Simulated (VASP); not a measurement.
# B7P8 (a cell with a defect) in VASP: single point with PBEsol

Aim: the single point of B7P8 (a cell with a defect) with PBEsol.

All numbers are computed with VASP 6.6.1; they aren't measurements. Logs are shortened: lines on timing, memory, paths and dates and some standing lists are left out, and cuts for length are marked.

**1. The cell of the first run**

The cell holds a defect, 15 atoms: a = 6.392 Å, b = 6.392 Å, c = 6.392 Å, α = 60.00°, β = 60.00°, γ = 60.00°.

**2. Single point, PBEsol**

The input, INCAR:

```
  ALGO = Normal
  EDIFF = 1E-7
  ENCUT = 520
  GGA = PS
  ISIF = 2
  ISMEAR = 0
  LASPH = True
  LCHARG = False
  LREAL = Auto
  LWAVE = False
  NBANDS = 44
  NELECT = 64.0
  NELM = 60
  PREC = Accurate
  SIGMA = 0.05
```

The input, KPOINTS:

```
k-points
0
Gamma
  4 4 4
```

The input, POSCAR:

```
B7P8
1.0
    0.0000000000      4.5201727734     -4.5201727734
    4.5201727734      4.5201727734      0.0000000000
    4.5201727734      0.0000000000     -4.5201727734
B P
7 8
Direct
    0.0020877521      0.0459597477      0.5020876665
    0.5120354057     -0.0160455150      0.5111044679
    0.4760158755      0.5129934443      0.5024914121
    0.0111044428     -0.0160456256      1.0120354308
    0.0024914977      0.5129934443      0.9760157899
    0.5018294905      0.0019377578      1.0018296262
    0.4934461827      0.5004428179      0.9934460971
    0.1225578153      0.1365995352      0.1289947374
    0.1164677826      0.6074678198      0.1432231759
    0.6320074792      0.1187204620      0.1320075647
    0.6210948432      0.6239166380      0.1210949288
    0.1369953166      0.1491966201      0.6369952310
    0.0996485140      0.6402953261      0.5996484285
    0.6289946519      0.1365997565      0.6225577298
    0.6432230903      0.6074678198      0.6164676971
```

Potentials or basis: VASP PAW PBE potentials, release 64 (B, P).

Started as:

```
> cat potpaw_PBE.64/B/POTCAR potpaw_PBE.64/P/POTCAR > POTCAR
> mpirun -np 1 vasp_std > vasp.out
```

OUTCAR:

```text
EDIFF = 1E-7
   ENCUT = 520
   GGA = PS
   ISIF = 2
   ISMEAR = 0
   LASPH = True
   LREAL = Auto
   NELECT = 64.0
   NELM = 60
   PREC = Accurate

 ion  position               nearest neighbor table
   1  0.002  0.046  0.502-  12 1.95   8 1.96  14 1.96  13 2.16
   2  0.512  0.984  0.511-  15 1.97  12 1.97  10 1.98  14 1.99
   3  0.476  0.513  0.502-  14 1.97  13 1.97  15 1.98  11 1.99
   4  0.011  0.984  0.012-   9 1.97  12 1.97  10 1.98   8 1.99
   5  0.002  0.513  0.976-   8 1.97  13 1.97   9 1.98  11 1.99
   6  0.502  0.002  0.002-  10 1.97  11 1.97   8 1.98  14 1.98
   7  0.493  0.500  0.993-  15 1.97   9 1.97  11 1.98  10 2.00
   8  0.123  0.137  0.129-   1 1.96   5 1.97   6 1.98   4 1.99
   9  0.116  0.607  0.143-   4 1.97   7 1.97   5 1.98
  10  0.632  0.119  0.132-   6 1.97   2 1.98   4 1.98   7 2.00
  11  0.621  0.624  0.121-   6 1.97   7 1.98   3 1.99   5 1.99
  12  0.137  0.149  0.637-   1 1.95   2 1.97   4 1.97  13 2.92
  13  0.100  0.640  0.600-   5 1.97   3 1.97   1 2.16  12 2.92
  14  0.629  0.137  0.623-   1 1.96   3 1.97   6 1.98   2 1.99
  15  0.643  0.607  0.616-   2 1.97   7 1.97   3 1.98

  LATTYP: Found a face centered cubic cell.
 ALAT       =     9.0403455468

  Lattice vectors:

 A1 = (   0.0000000000,   4.5201727734,  -4.5201727734)
 A2 = (   4.5201727734,   4.5201727734,   0.0000000000)
 A3 = (   4.5201727734,   0.0000000000,  -4.5201727734)

Analysis of symmetry for initial positions (statically):
=====================================================================
 Subroutine PRICEL returns:
 Original cell was already a primitive cell.

 Routine SETGRP: Setting up the symmetry group for a
 face centered cubic supercell.

 Subroutine GETGRP returns: Found  2 space group operations
 (whereof  1 operations were pure point group operations)
 out of a pool of 48 trial point group operations.

The static configuration has the point symmetry C_1 .
 The point group associated with its full space group is C_1h.

Analysis of symmetry for dynamics (positions and initial velocities):
=====================================================================
 Subroutine PRICEL returns:
 Original cell was already a primitive cell.

 Routine SETGRP: Setting up the symmetry group for a
 face centered cubic supercell.

 Subroutine GETGRP returns: Found  2 space group operations
 (whereof  1 operations were pure point group operations)
 out of a pool of 48 trial point group operations.

The dynamic configuration has the point symmetry C_1 .
 The point group associated with its full space group is C_1h.

 Subroutine INISYM returns: Found  2 space group operations
 (whereof  1 operations are pure point group operations),
 and found     1 'primitive' translations

----------------------------------------------------------------------------------------

                                     Primitive cell

  volume of cell :     184.7120

  direct lattice vectors                    reciprocal lattice vectors
     0.000000000  4.520172773 -4.520172773    -0.110615241  0.110615241 -0.110615241
     4.520172773  4.520172773  0.000000000     0.110615241  0.110615241  0.110615241
     4.520172773  0.000000000 -4.520172773     0.110615241 -0.110615241 -0.110615241

  length of vectors
     6.392489640  6.392489640  6.392489640     0.191591217  0.191591217  0.191591217

  position of ions in fractional coordinates (direct lattice)
     0.002087752  0.045959748  0.502087667
     0.512035406  0.983954485  0.511104468
     0.476015876  0.512993444  0.502491412
     0.011104443  0.983954374  0.012035431
     0.002491498  0.512993444  0.976015790
     0.501829491  0.001937758  0.001829626
     0.493446183  0.500442818  0.993446097
     0.122557815  0.136599535  0.128994737
     0.116467783  0.607467820  0.143223176
     0.632007479  0.118720462  0.132007565
     0.621094843  0.623916638  0.121094929
     0.136995317  0.149196620  0.636995231
     0.099648514  0.640295326  0.599648428
     0.628994652  0.136599756  0.622557730
     0.643223090  0.607467820  0.616467697

  ion indices of the primitive-cell ions
   primitive index   ion index
                 1           1
                 2           2
                 3           3
                 4           4
                 5           5
                 6           6
                 7           7
                 8           8
                 9           9
                10          10
                11          11
                12          12
                13          13
                14          14
                15          15

----------------------------------------------------------------------------------------

 KPOINTS: k-points

Automatic generation of k-mesh.
 Grid dimensions read from file:
 generate k-points for:    4    4    4

 Generating k-lattice:

  Cartesian coordinates                     Fractional coordinates (reciprocal lattice)
    -0.027653810  0.027653810 -0.027653810     0.250000000  0.000000000  0.000000000
     0.027653810  0.027653810  0.027653810     0.000000000  0.250000000  0.000000000
     0.027653810 -0.027653810 -0.027653810     0.000000000  0.000000000  0.250000000

  Length of vectors
     0.047897804  0.047897804  0.047897804

  Shift w.r.t. Gamma in fractional coordinates (k-lattice)
     0.000000000  0.000000000  0.000000000

 Subroutine IBZKPT returns following result:
 ===========================================

 Found     24 irreducible k-points:

 Following reciprocal coordinates:
            Coordinates               Weight
  0.000000  0.000000  0.000000      1.000000
  0.250000  0.000000  0.000000      4.000000
  0.000000  0.250000  0.000000      2.000000
  0.250000  0.250000  0.250000      2.000000
  0.500000  0.000000  0.000000      2.000000
  0.000000  0.500000  0.000000      1.000000
[... 16 lines left out ...]
 -0.250000  0.500000  0.250000      2.000000
  0.250000 -0.250000  0.500000      4.000000
   k-points           NKPTS =     24   k-points in BZ     NKDIM =     24   number of bands    NBANDS=     44
   number of dos      NEDOS =    301   number of ions     NIONS =     15
   total plane-waves  NPLWV = 110592
   dimension x,y,z NGX =    48 NGY =   48 NGZ =   48
   dimension x,y,z NGXF=    96 NGYF=   96 NGZF=   96
   ions per type =               7   8
   NGX,Y,Z   is equivalent  to a cutoff of  12.48, 12.48, 12.48 a.u.
   NGXF,Y,Z  is equivalent  to a cutoff of  24.97, 24.97, 24.97 a.u.
 SYSTEM =  unknown system
   PREC   = accura    normal or accurate (medium, high low for compatibility)
   ISTART =      0    job   : 0-new  1-cont  2-samecut
   ICHARG =      2    charge: 1-file 2-atom 10-const
   ISPIN  =      1    spin polarized calculation?
   LNONCOLLINEAR =      F non collinear calculations
   LSORBIT =      F    spin-orbit coupling
   LASPH  =      T    aspherical Exc in radial PAW
   ENCUT  =  520.0 eV  38.22 Ry    6.18 a.u.  11.89 11.89 11.89*2*pi/ulx,y,z
   NELM   =     60;   NELMIN=  2; NELMDL= -5     # of ELM steps
   EDIFF  = 0.1E-06   stopping-criterion for ELM
   LREAL  =      T    real-space projection
   EDIFFG = 0.1E-05   stopping-criterion for IOM
   NSW    =      0    number of steps for IOM
   IBRION =     -1    ionic relax: 0-MD 1-quasi-New 2-CG
   NFREE  =      0    steps in history (QN), initial steepest desc. (CG)
   ISIF   =      2    stress and relaxation
   ISYM   =      2    0-nonsym 1-usesym 2-fastsym
   POTIM  = 0.5000    time-step for ionic-motion
   TEBEG  =    0.0;   TEEND  =   0.0 temperature during run
   PSTRESS=    0.0 pullay stress
   NELECT =      64.0000    total number of electrons
   NUPDOWN=      -1.0000    fix difference up-down
   EMIN   =  10.00;   EMAX   =-10.00  energy-range for DOS
   EFERMI =   0.00;   METHOD = LEGACY
   ISMEAR =     0;   SIGMA  =   0.05  broadening in eV -4-tet -1-fermi 0-gaus
   EFERMI_NEDOS =   21; number of points for ismear=-14 and -15
   IALGO  =     38    algorithm
   IMIX   =      4    mixing-type and parameters
     AMIX     =   0.40;   BMIX     =  1.00
     AMIX_MAG =   1.60;   BMIX_MAG =  1.00
  volume/ion in A,a.u.               =      12.31        83.10
  Fermi-wavevector in a.u.,A,eV,Ry     =   1.149837  2.172878 17.988619  1.322126
  Thomas-Fermi vector in A             =   2.286505
   LORBIT       =      0    0 simple, 1 ext, 2 COOP (PROOUT), +10 PAW based schemes
   GGA     = PS    functional components
   LHFCALC =     F    Hartree Fock is set to
   AEXX    =    0.0000 exact exchange contribution
   IVDW    =     0    specifies the selected vdW correction
   LEPSILON=     F    determine dielectric tensor
   LRPA    =     F    only Hartree local field effects (RPA)
 non-spin polarized calculation
 Gauss-broadening in eV      SIGMA  =   0.05
  energy-cutoff  :      520.00
  volume of cell :      184.71
 maximum number of plane-waves:      4992
   NGX = 23   NGY = 23   NGZ = 23

 number of electron      63.9999999 magnetization

 Free energy of the ion-electron system (eV)
  ---------------------------------------------------
  ext. energy  EPLUGINS =         0.00000000
  ---------------------------------------------------
  free energy    TOTEN  =       -75.17421887 eV

  energy without entropy =      -75.17206981  energy(sigma->0) =      -75.17314434

 E-fermi :   8.4147     XC(G=0): -11.1467

 val. band max:        8.4066862188   @ k =   0.2500   0.2500   0.2500
 cond. band min:       8.4211755206   @ k =   0.0000   0.0000   0.0000
 fundamental gap:      0.0144893018
 Fermi energy:         8.4146857512

 k-point     1 :       0.0000    0.0000    0.0000
  band No.  band energies     occupation
      1      -8.3999      2.00000
      2      -5.1388      2.00000
      3      -5.1056      2.00000
      4      -5.0805      2.00000
      5      -4.3488      2.00000
      6      -3.2219      2.00000
[... 36 lines left out ...]
     43      10.9533      0.00000
     44      11.0208      0.00000

 k-point     2 :       0.2500    0.0000    0.0000
  band No.  band energies     occupation
      1      -8.1313      2.00000
      2      -5.9710      2.00000
      3      -5.0921      2.00000
      4      -5.0665      2.00000
      5      -4.5137      2.00000
      6      -3.7289      2.00000
[... 36 lines left out ...]
     43      11.2472      0.00000
     44      11.3221      0.00000

 k-point     3 :       0.0000    0.2500    0.0000
  band No.  band energies     occupation
      1      -8.1327      2.00000
      2      -5.9572      2.00000
      3      -5.1121      2.00000
      4      -5.0712      2.00000
      5      -4.5218      2.00000
      6      -3.6587      2.00000
[... 36 lines left out ...]
     43      11.1760      0.00000
     44      11.3055      0.00000

 k-point     4 :       0.2500    0.2500    0.2500
  band No.  band energies     occupation
      1      -8.1290      2.00000
      2      -5.9658      2.00000
      3      -5.1112      2.00000
      4      -5.0811      2.00000
      5      -4.5124      2.00000
      6      -3.6863      2.00000
[... 882 lines left out ...]
     43      13.1195      0.00000
     44      13.4785      0.00000

 k-point    23 :      -0.2500    0.5000    0.2500
  band No.  band energies     occupation
      1      -6.9398      2.00000
      2      -6.8868      2.00000
      3      -6.1502      2.00000
      4      -5.9877      2.00000
      5      -4.2752      2.00000
      6      -3.8156      2.00000
[... 36 lines left out ...]
     43      12.8767      0.00000
     44      13.1291      0.00000

 k-point    24 :       0.2500   -0.2500    0.5000
  band No.  band energies     occupation
      1      -6.9330      2.00000
      2      -6.8965      2.00000
      3      -6.1770      2.00000
      4      -5.9591      2.00000
      5      -4.1950      2.00000
      6      -3.8628      2.00000
[... 36 lines left out ...]
     43      12.8379      0.00000
     44      13.0012      0.00000

------------------------ aborting loop because EDIFF is reached ----------------------------------------

  FORCE on cell =-STRESS in cart. coord.  units (eV):
  Direction    XX          YY          ZZ          XY          YZ          ZX
  --------------------------------------------------------------------------------------
  -------------------------------------------------------------------------------------
  Total       30.3157490     30.3157490     31.1961983     -0.8608842     -0.0917531     -0.0917529
  in kB      262.9564236    262.9564236    270.5933717     -7.4672418     -0.7958593     -0.7958573
  external PRESSURE =     265.5020730 kB  Pullay stress =       0.0000000 kB

 VOLUME and BASIS-vectors are now :
 -----------------------------------------------------------------------------
  energy-cutoff  :      520.00
  volume of cell :      184.71
      direct lattice vectors                 reciprocal lattice vectors
     0.000000000  4.520172773 -4.520172773    -0.110615241  0.110615241 -0.110615241
     4.520172773  4.520172773  0.000000000     0.110615241  0.110615241  0.110615241
     4.520172773  0.000000000 -4.520172773     0.110615241 -0.110615241 -0.110615241

 POSITION                                       TOTAL-FORCE (eV/Angst)
 -----------------------------------------------------------------------------------
      2.47727      0.21718     -2.27896        -0.946388     -0.946388     -0.556919
      6.75792      6.76213     -4.62477         0.054650     -0.076896      0.128177
      4.59017      4.47049     -4.42302         0.065093      0.144635     -0.094660
      4.50205      4.49784     -0.10460        -0.076896      0.054650      0.128177
      6.73058      2.33008     -4.42302         0.144635      0.065093     -0.094660
      0.01703      2.27711     -2.27663         0.027433      0.027433      0.025295
      6.75264      4.49255     -6.72101         0.065571      0.065571      0.029587
      1.20053      1.17144     -1.13706        -0.121266     -0.016221      0.089923
      3.39325      3.27231     -1.17385         0.131549      0.052809     -0.077085
      1.13333      3.39342     -3.45348         0.050699      0.050699      0.044854
      3.36758      5.62767     -3.35483         0.046951      0.046951     -0.021586
      3.55372      1.29364     -3.49857         0.016710      0.016710      0.369374
      5.60476      3.34467     -3.16094         0.504672      0.504672      0.016686
      3.43152      3.46062     -5.65723        -0.016221     -0.121266      0.089923
      5.53240      5.65334     -5.69402         0.052809      0.131549     -0.077085
 -----------------------------------------------------------------------------------
    total drift:                               -0.003323     -0.003499     -0.000866

  FREE ENERGIE OF THE ION-ELECTRON SYSTEM (eV)
  ---------------------------------------------------
  free  energy   TOTEN  =       -75.1742188682 eV

  energy  without entropy=      -75.1720698064  energy(sigma->0) =      -75.17314434
```

It took 3 min on 1 thread of Intel Xeon 6975P-C (Granite Rapids), shared host; peak memory 0.37 GiB.

Results:

```
Free energy   : -75.1742 eV
Largest force : 1.450 eV/Å
```

Forces on the atoms (eV/Å):
```
B   -0.946 -0.946 -0.557
B    0.055 -0.077  0.128
B    0.065  0.145 -0.095
B   -0.077  0.055  0.128
B    0.145  0.065 -0.095
B    0.027  0.027  0.025
B    0.066  0.066  0.030
P   -0.121 -0.016  0.090
P    0.132  0.053 -0.077
P    0.051  0.051  0.045
P    0.047  0.047 -0.022
P    0.017  0.017  0.369
P    0.505  0.505  0.017
P   -0.016 -0.121  0.090
P    0.053  0.132 -0.077
```

Caveat: the cell carries a net charge on a neutralising background, which shifts energy and pressure; the cell is charged against a uniform background, so pressure and absolute levels hang on convention; the PAW data sets were made with another functional, which shifts forces and pressure a little.
